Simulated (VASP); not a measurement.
# CO2 (P1) in VASP: single point with PBEsol

Aim: the single point of CO2 with PBEsol.

Program: VASP 6.6.1. These are calculated values, not measurements. Logs are shortened: lines on timing, memory, paths and dates and some standing lists are left out, and cuts for length are marked.

**1. The cell of the first run**

The typed cell holds 12 atoms: a = 5.620 Å, b = 5.620 Å, c = 5.620 Å, α = 90.00°, β = 90.00°, γ = 90.00°.

**2. Single point, PBEsol (atoms moved at random)**

Input file INCAR:

```
SYSTEM = CO2
PREC     = Accurate       ! precision mode
ENCUT    = 600            ! plane-wave cutoff, eV
EDIFF    = 1E-6           ! SCF threshold, eV
ISMEAR   = -1             ! smearing method
SIGMA    = 0.05           ! smearing width, eV
LREAL    = .FALSE.        ! projectors in reciprocal space
LASPH    = .TRUE.         ! aspherical terms in the spheres
NELM     = 120            ! most SCF steps
ALGO     = Normal         ! electronic algorithm
ISIF     = 2              ! what is computed and relaxed
LWAVE    = .FALSE.        ! write WAVECAR
LCHARG   = .FALSE.        ! write CHGCAR
GGA      = PS             ! functional
NBANDS   = 44             ! bands
GGA_COMPAT= .FALSE.
```

Input file KPOINTS:

```
Automatic mesh
0
G
  5 5 5
  0 0 0
```

Input file POSCAR:

```
CO2
1.0
    5.6200000000      0.0000000000      0.0000000000
    0.0000000000      5.6200000000      0.0000000000
    0.0000000000      0.0000000000      5.6200000000
O C
8 4
Direct
    0.1675330000      0.3385760000      0.6666740000
    0.3344960000      0.6646520000      0.1620180000
    0.6742000000      0.1613940000      0.3205120000
    0.8235740000      0.8400770000      0.8363950000
    0.8340150000      0.6663200000      0.3374070000
    0.6532870000      0.3321280000      0.8439580000
    0.3357100000      0.8256130000      0.6657080000
    0.1617880000      0.1555090000      0.1683290000
   -0.0036620000      0.4999120000      0.4890790000
    0.5063480000      0.4927550000      0.0063280000
    0.5099890000     -0.0014070000      0.4934220000
   -0.0065200000     -0.0034620000      0.0051550000
```

Potentials or basis: VASP PAW PBE potentials, release 64 (O, C).

Started as:

```bash
$ cat potpaw_PBE.64/O/POTCAR potpaw_PBE.64/C/POTCAR > POTCAR
$ mpirun -np 1 vasp_std > vasp.out
```

OUTCAR:

```text
SYSTEM = CO2
   PREC = Accurate
   ENCUT = 600
   EDIFF = 1E-6
   ISMEAR = -1
   LREAL = .FALSE.
   LASPH = .TRUE.
   NELM = 120
   ISIF = 2
   GGA = PS

 ion  position               nearest neighbor table
   1  0.168  0.339  0.667-   9 1.66
   2  0.334  0.665  0.162-  10 1.62
   3  0.674  0.161  0.321-  11 1.62
   4  0.824  0.840  0.836-  12 1.61
   5  0.834  0.666  0.337-   9 1.56
   6  0.653  0.332  0.844-  10 1.53
   7  0.336  0.826  0.666-  11 1.69
   8  0.162  0.156  0.168-  12 1.59
   9  0.996  0.500  0.489-   5 1.56   1 1.66
  10  0.506  0.493  0.006-   6 1.53   2 1.62
  11  0.510  0.999  0.493-   3 1.62   7 1.69
  12  0.993  0.997  0.005-   8 1.59   4 1.61

  LATTYP: Found a simple cubic cell.
 ALAT       =     5.6200000000

  Lattice vectors:

 A1 = (   5.6200000000,   0.0000000000,   0.0000000000)
 A2 = (   0.0000000000,   5.6200000000,   0.0000000000)
 A3 = (   0.0000000000,   0.0000000000,   5.6200000000)

Analysis of symmetry for initial positions (statically):
=====================================================================
 Subroutine PRICEL returns:
 Original cell was already a primitive cell.

 Routine SETGRP: Setting up the symmetry group for a
 simple cubic supercell.

 Subroutine GETGRP returns: Found  1 space group operations
 (whereof  1 operations were pure point group operations)
 out of a pool of 48 trial point group operations.

The static configuration has the point symmetry C_1 .

Analysis of symmetry for dynamics (positions and initial velocities):
=====================================================================
 Subroutine PRICEL returns:
 Original cell was already a primitive cell.

 Routine SETGRP: Setting up the symmetry group for a
 simple cubic supercell.

 Subroutine GETGRP returns: Found  1 space group operations
 (whereof  1 operations were pure point group operations)
 out of a pool of 48 trial point group operations.

The dynamic configuration has the point symmetry C_1 .

 Subroutine INISYM returns: Found  1 space group operations
 (whereof  1 operations are pure point group operations),
 and found     1 'primitive' translations

----------------------------------------------------------------------------------------

                                     Primitive cell

  volume of cell :     177.5043

  direct lattice vectors                    reciprocal lattice vectors
     5.620000000  0.000000000  0.000000000     0.177935943  0.000000000  0.000000000
     0.000000000  5.620000000  0.000000000     0.000000000  0.177935943  0.000000000
     0.000000000  0.000000000  5.620000000     0.000000000  0.000000000  0.177935943

  length of vectors
     5.620000000  5.620000000  5.620000000     0.177935943  0.177935943  0.177935943

  position of ions in fractional coordinates (direct lattice)
     0.167533000  0.338576000  0.666674000
     0.334496000  0.664652000  0.162018000
     0.674200000  0.161394000  0.320512000
     0.823574000  0.840077000  0.836395000
     0.834015000  0.666320000  0.337407000
     0.653287000  0.332128000  0.843958000
     0.335710000  0.825613000  0.665708000
     0.161788000  0.155509000  0.168329000
     0.996338000  0.499912000  0.489079000
     0.506348000  0.492755000  0.006328000
     0.509989000  0.998593000  0.493422000
     0.993480000  0.996538000  0.005155000

  ion indices of the primitive-cell ions
   primitive index   ion index
                 1           1
                 2           2
                 3           3
                 4           4
                 5           5
                 6           6
                 7           7
                 8           8
                 9           9
                10          10
                11          11
                12          12

----------------------------------------------------------------------------------------

 KPOINTS: Automatic mesh

Automatic generation of k-mesh.
 Grid dimensions read from file:
 generate k-points for:    5    5    5

 Generating k-lattice:

  Cartesian coordinates                     Fractional coordinates (reciprocal lattice)
     0.035587189  0.000000000  0.000000000     0.200000000  0.000000000  0.000000000
     0.000000000  0.035587189  0.000000000     0.000000000  0.200000000  0.000000000
     0.000000000  0.000000000  0.035587189     0.000000000  0.000000000  0.200000000

  Length of vectors
     0.035587189  0.035587189  0.035587189

  Shift w.r.t. Gamma in fractional coordinates (k-lattice)
     0.000000000  0.000000000  0.000000000

 Subroutine IBZKPT returns following result:
 ===========================================

 Found     63 irreducible k-points:

 Following reciprocal coordinates:
            Coordinates               Weight
  0.000000  0.000000  0.000000      1.000000
  0.200000  0.000000  0.000000      2.000000
  0.000000  0.200000  0.000000      2.000000
  0.000000  0.000000  0.200000      2.000000
  0.400000  0.000000  0.000000      2.000000
  0.000000  0.400000  0.000000      2.000000
[... 16 lines left out ...]
  0.000000 -0.200000  0.400000      2.000000
  0.400000 -0.200000  0.000000      2.000000
 [... further k-points ...]
   k-points           NKPTS =     63   k-points in BZ     NKDIM =     63   number of bands    NBANDS=     44
   number of dos      NEDOS =    301   number of ions     NIONS =     12
   total plane-waves  NPLWV = 110592
   dimension x,y,z NGX =    48 NGY =   48 NGZ =   48
   dimension x,y,z NGXF=    96 NGYF=   96 NGZF=   96
   ions per type =               8   4
   NGX,Y,Z   is equivalent  to a cutoff of  14.20, 14.20, 14.20 a.u.
   NGXF,Y,Z  is equivalent  to a cutoff of  28.40, 28.40, 28.40 a.u.
 SYSTEM =  CO2
   PREC   = accura    normal or accurate (medium, high low for compatibility)
   ISTART =      0    job   : 0-new  1-cont  2-samecut
   ICHARG =      2    charge: 1-file 2-atom 10-const
   ISPIN  =      1    spin polarized calculation?
   LNONCOLLINEAR =      F non collinear calculations
   LSORBIT =      F    spin-orbit coupling
   LASPH  =      T    aspherical Exc in radial PAW
   ENCUT  =  600.0 eV  44.10 Ry    6.64 a.u.  11.22 11.22 11.22*2*pi/ulx,y,z
   NELM   =    120;   NELMIN=  2; NELMDL= -5     # of ELM steps
   EDIFF  = 0.1E-05   stopping-criterion for ELM
   LREAL  =      F    real-space projection
   EDIFFG = 0.1E-04   stopping-criterion for IOM
   NSW    =      0    number of steps for IOM
   IBRION =     -1    ionic relax: 0-MD 1-quasi-New 2-CG
   NFREE  =      0    steps in history (QN), initial steepest desc. (CG)
   ISIF   =      2    stress and relaxation
   ISYM   =      2    0-nonsym 1-usesym 2-fastsym
   POTIM  = 0.5000    time-step for ionic-motion
   TEBEG  =    0.0;   TEEND  =   0.0 temperature during run
   PSTRESS=    0.0 pullay stress
   NELECT =      64.0000    total number of electrons
   NUPDOWN=      -1.0000    fix difference up-down
   EMIN   =  10.00;   EMAX   =-10.00  energy-range for DOS
   EFERMI =   0.00;   METHOD = LEGACY
   ISMEAR =    -1;   SIGMA  =   0.05  broadening in eV -4-tet -1-fermi 0-gaus
   EFERMI_NEDOS =   21; number of points for ismear=-14 and -15
   IALGO  =     38    algorithm
   IMIX   =      4    mixing-type and parameters
     AMIX     =   0.40;   BMIX     =  1.00
     AMIX_MAG =   1.60;   BMIX_MAG =  1.00
  volume/ion in A,a.u.               =      14.79        99.82
  Fermi-wavevector in a.u.,A,eV,Ry     =   1.165195  2.201899 18.472341  1.357679
  Thomas-Fermi vector in A             =   2.301723
   LORBIT       =      0    0 simple, 1 ext, 2 COOP (PROOUT), +10 PAW based schemes
   GGA     = PS    functional components
   LHFCALC =     F    Hartree Fock is set to
   AEXX    =    0.0000 exact exchange contribution
   IVDW    =     0    specifies the selected vdW correction
   LEPSILON=     F    determine dielectric tensor
   LRPA    =     F    only Hartree local field effects (RPA)
 non-spin polarized calculation
  energy-cutoff  :      600.00
  volume of cell :      177.50
 maximum number of plane-waves:      5944
 NGX is ok and might be reduce to    48
   NGX = 23   NGY = 23   NGZ = 23

 number of electron      64.0000004 magnetization

 Free energy of the ion-electron system (eV)
  ---------------------------------------------------
  ext. energy  EPLUGINS =         0.00000000
  ---------------------------------------------------
  free energy    TOTEN  =       -63.99191137 eV

  energy without entropy =      -63.99191078  energy(sigma->0) =      -63.99191108

 E-fermi :  -1.8804     XC(G=0):  -8.6912

 val. band max:       -2.5449447451   @ k =   0.4000   0.0000   0.0000
 cond. band min:      -1.3502016568   @ k =   0.0000   0.0000   0.0000
 fundamental gap:      1.1947430883
 Fermi energy:        -1.8804263237

 k-point     1 :       0.0000    0.0000    0.0000
  band No.  band energies     occupation
      1     -20.3311      2.00000
      2     -19.8971      2.00000
      3     -19.6312      2.00000
      4     -19.3604      2.00000
      5     -19.2110      2.00000
      6     -19.1068      2.00000
[... 36 lines left out ...]
     43       1.0405      0.00000
     44       1.1043      0.00000

 k-point     2 :       0.2000    0.0000    0.0000
  band No.  band energies     occupation
      1     -20.2959      2.00000
      2     -19.9158      2.00000
      3     -19.6367      2.00000
      4     -19.3902      2.00000
      5     -19.2097      2.00000
      6     -19.0998      2.00000
[... 36 lines left out ...]
     43       1.0163      0.00000
     44       1.1203      0.00000

 k-point     3 :       0.0000    0.2000    0.0000
  band No.  band energies     occupation
      1     -20.2937      2.00000
      2     -19.9062      2.00000
      3     -19.6721      2.00000
      4     -19.3634      2.00000
      5     -19.2118      2.00000
      6     -19.0996      2.00000
[... 36 lines left out ...]
     43       1.0354      0.00000
     44       1.1054      0.00000

 k-point     4 :       0.0000    0.0000    0.2000
  band No.  band energies     occupation
      1     -20.2935      2.00000
      2     -19.9190      2.00000
      3     -19.6416      2.00000
      4     -19.3958      2.00000
      5     -19.1961      2.00000
      6     -19.0917      2.00000
[... 882 lines left out ...]
     43       1.0234      0.00000
     44       1.1344      0.00000

 k-point    23 :       0.0000   -0.2000    0.4000
  band No.  band energies     occupation
      1     -20.1854      2.00000
      2     -19.9657      2.00000
      3     -19.6803      2.00000
      4     -19.4633      2.00000
      5     -19.1736      2.00000
      6     -19.0682      2.00000
[... 36 lines left out ...]
     43       1.0561      0.00000
     44       1.1197      0.00000

 k-point    24 :       0.4000   -0.2000    0.0000
  band No.  band energies     occupation
      1     -20.1939      2.00000
      2     -19.9581      2.00000
      3     -19.6702      2.00000
      4     -19.4469      2.00000
      5     -19.1824      2.00000
      6     -19.1130      2.00000
[... 36 lines left out ...]
     43       1.0403      0.00000
     44       1.1663      0.00000

 [... further k-points ...]
[... 5 lines left out ...]
  --------------------------------------------------------------------------------------
  -------------------------------------------------------------------------------------
  Total      -45.0964577    -43.9514832    -44.8078961      0.7036000     -0.3540122     -0.9342060
  in kB     -407.0465378   -396.7118480   -404.4419431      6.3507856     -3.1953606     -8.4322660
  external PRESSURE =    -402.7334430 kB  Pullay stress =       0.0000000 kB

 VOLUME and BASIS-vectors are now :
 -----------------------------------------------------------------------------
  energy-cutoff  :      600.00
  volume of cell :      177.50
      direct lattice vectors                 reciprocal lattice vectors
     5.620000000  0.000000000  0.000000000     0.177935943  0.000000000  0.000000000
     0.000000000  5.620000000  0.000000000     0.000000000  0.177935943  0.000000000
     0.000000000  0.000000000  5.620000000     0.000000000  0.000000000  0.177935943

 POSITION                                       TOTAL-FORCE (eV/Angst)
 -----------------------------------------------------------------------------------
      0.94154      1.90280      3.74671        -5.697149      5.270902     -5.882088
      1.87987      3.73534      0.91054         5.955101     -5.960359     -5.296883
      3.78900      0.90703      1.80128        -5.715326     -5.635992      6.082884
      4.62849      4.72123      4.70054         6.084741      5.608908      6.031263
      4.68716      3.74472      1.89623         6.240714     -6.461664      5.834807
      3.67147      1.86656      4.74304        -5.925679      6.573392      6.629498
      1.88669      4.63995      3.74128         5.472563      5.430350     -5.407174
      0.90925      0.87396      0.94601        -6.190689     -5.787343     -5.995146
      5.59942      2.80951      2.74862        -0.455758      1.120749     -0.009080
      2.84568      2.76928      0.03556        -0.056328     -0.542169     -1.328314
      2.86614      5.61209      2.77303         0.136820      0.174807     -0.586005
      5.58336      5.60054      0.02897         0.150989      0.208421     -0.073761
 -----------------------------------------------------------------------------------
    total drift:                               -0.000196      0.000101     -0.000558

  FREE ENERGIE OF THE ION-ELECTRON SYSTEM (eV)
  ---------------------------------------------------
  free  energy   TOTEN  =       -63.9919113682 eV

  energy  without entropy=      -63.9919107838  energy(sigma->0) =      -63.99191108
```

Wall time 19 min (1 thread of Intel Xeon 8259CL, shared host); peak memory 0.59 GiB.

Results:

```yaml
Free_energy: -63.9919 eV
Pressure: -40.3 GPa
Largest_force: 11.058 eV/Å
Band_gap_on_the_k_mesh: 1.19 eV (least direct gap 1.23 eV)
```

Forces on the atoms (eV/Å):
```
O   -5.697  5.271 -5.882
O    5.955 -5.960 -5.297
O   -5.715 -5.636  6.083
O    6.085  5.609  6.031
O    6.241 -6.462  5.835
O   -5.926  6.573  6.629
O    5.473  5.430 -5.407
O   -6.191 -5.787 -5.995
C   -0.456  1.121 -0.009
C   -0.056 -0.542 -1.328
C    0.137  0.175 -0.586
C    0.151  0.208 -0.074
```

Caveat: the cell differs from its parent crystal (atoms moved at random); the cell stands under tension; this functional lacks dispersion, which holds the molecules together, so the pressure and a relaxed volume are unreliable; the PAW data sets were made with another functional, which shifts forces and pressure a little; an odd mesh through Γ misses points on the zone boundary, where band edges can lie.
